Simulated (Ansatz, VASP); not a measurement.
# One calculation of ZnS, two programs

```
Zn S
1.0
     0.00000    2.92102    2.92102
     2.92102    0.00000    2.92102
     2.92102    2.92102    0.00000
Zn S
1 1
Direct
  0.00000 0.00000 0.00000
  0.75000 0.75000 0.75000
```

Change from the starting cell: strain +0.080 along x and y, +0.080 along z, atoms carried along.

Alike in both runs: task single point; functional r2SCAN; k mesh 8 × 8 × 8; occupations gaussian, width 0.05 eV; no spin polarisation.

```csv
,VASP,Ansatz
version,VASP 6.6.1,Ansatz 0.2.0
potentials or method,"VASP PAW PBE potentials, release 64 (Zn, S), cutoff 520 eV","scalar-relativistic, plane waves, PAW"
valence electrons in the cell,18,18
```

Ansatz gave:

* gap on the k mesh at the Fermi level (eV): 1.66
* least direct gap on the mesh (eV): 1.66
* pressure (GPa): -11.2

Question: Estimate VASP's values.

Answer: gap on the k mesh at the Fermi level (eV): 1.65; least direct gap on the mesh (eV): 1.65; pressure (GPa): -11.3.

VASP's potentials were made for PBE, not for r2SCAN. With one functional, cell and mesh, what is left measures potentials, basis and numerics.
